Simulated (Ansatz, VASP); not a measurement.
Two plane-wave programs on Al2Ru

```
Al Ru
1.0
    -1.58712    1.58712    4.16739
     1.58712   -1.58712    4.16739
     1.58712    1.58712   -4.16739
Al Ru
2 1
Direct
  0.66791 0.66791 0.00000
  0.33209 0.33209 0.00000
  0.00000 0.00000 0.00000
```

Alike in both runs: task single point; functional PBEsol; k mesh 18 × 18 × 18; occupations gaussian, width 0.1 eV; no spin polarisation.

|  | VASP | Ansatz |
| --- | --- | --- |
| version | VASP 6.6.1 | Ansatz 0.2.0 |
| potentials or method | VASP PAW PBE potentials, release 64 (Al, Ru_pv), cutoff 520 eV | scalar-relativistic, plane waves, PAW |
| valence electrons in the cell | 20 | 22 |

|  | VASP | Ansatz | Ansatz less VASP |
| --- | --- | --- | --- |
| gap on the k mesh at the Fermi level (eV) | none | none | - |
| pressure (GPa) | -4.6 | -4.6 | -0.06 |
| traceless stress, the component that is largest in VASP (GPa) | -0.88 | -0.90 | -0.026 |
| rms of the force components (eV/Å) | 0.558 | 0.556 | -0.0019 |

VASP's potentials were made for PBE, not for PBEsol. Atom by atom the forces differ by 0.002 eV/Å (rms over components). A gap of «none» marks a metal or a gap that the smearing closes. The functional is the same, so the differences come from potentials, cutoffs and numerics. VASP's potentials hold 20 valence electrons a cell and Ansatz's 22, so a difference there can come from the potentials and not from the codes.
